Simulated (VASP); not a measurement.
Set up this calculation in VASP 6.6.1, as the native input.

```
Task                   : relaxation of cell and atoms
Functional             : LDA
Potentials or basis    : VASP PAW LDA potentials, release 64 (La, Bi_d)
Cutoff                 : 600 eV
k mesh                 : 12 × 12 × 12
Occupations            : fermi-dirac, width 0.05 eV
Spin                   : no spin polarisation
Target pressure        : 61 GPa
Dipole correction      : no
Further INCAR settings : ALGO = Normal; EDIFF = 1e-06; IBRION = 2; EDIFFG = -0.005; NSW = 32; ISIF = 3
```

The structure of LaBi (CsCl type) lies in POSCAR:

```
LaBi
1.0
    3.4215281040      0.0000000000      0.0000000000
    0.0000000000      3.4215281040      0.0000000000
    0.0000000000      0.0000000000      3.4215281040
La Bi
1 1
Direct
    0.0000000000      0.0000000000      0.0000000000
    0.5000000000      0.5000000000      0.5000000000
```

One way to write it, as run:

INCAR

```
SYSTEM = LaBi
ALGO     = Normal         ! electronic algorithm
EDIFF    = 1E-6           ! SCF threshold, eV
EDIFFG   = -0.005         ! ionic threshold
ENCUT    = 600            ! plane-wave cutoff, eV
GGA      = CA             ! functional
IBRION   = 2              ! ionic algorithm
ISIF     = 3              ! what is computed and relaxed
ISMEAR   = -1             ! smearing method
LASPH    = .True.         ! aspherical terms in the spheres
LCHARG   = .False.        ! write CHGCAR
LREAL    = .False.        ! projectors in reciprocal space
LWAVE    = .False.        ! write WAVECAR
NELM     = 80             ! most SCF steps
NSW      = 32             ! ionic steps
PREC     = Accurate       ! precision mode
PSTRESS  = 610.0        
SIGMA    = 0.05           ! smearing width, eV
```

KPOINTS

```
k-points
0
Gamma
  12 12 12
  0 0 0
```

Potentials or basis: VASP PAW LDA potentials, release 64 (La, Bi_d).

Launch:

```sh
$ cat potpaw_LDA.64/La/POTCAR potpaw_LDA.64/Bi_d/POTCAR > POTCAR
$ mpirun -np 1 vasp_std > vasp.out
```

It gave:

| Property | Result |
| --- | --- |
| Relaxed volume | 20.05 Å³/atom |
| Relaxed cell | a = 3.423 Å, b = 3.423 Å, c = 3.423 Å, α = 90.00°, β = 90.00°, γ = 90.00° |
| Space group after relaxing (to 0.1 Å) | Pm-3m (No. 221) |
| Energy change on relaxing (the run minimises the enthalpy) | -8.5 meV/atom |
| Ionic steps | 3 |
| Pressure after relaxing | 61.0 GPa |
| Band gap on the k mesh | zero (bands 13 and 14 overlap by 2.33 eV) |

Caveat: the cell is relaxed towards a set pressure, so the run minimises the enthalpy, not the energy; spin-orbit coupling is left out, which moves the levels of the heavy elements.

Run time: 2.9 min on 1 thread of Intel Xeon 8259CL, on a shared host, peak memory 0.22 GiB.
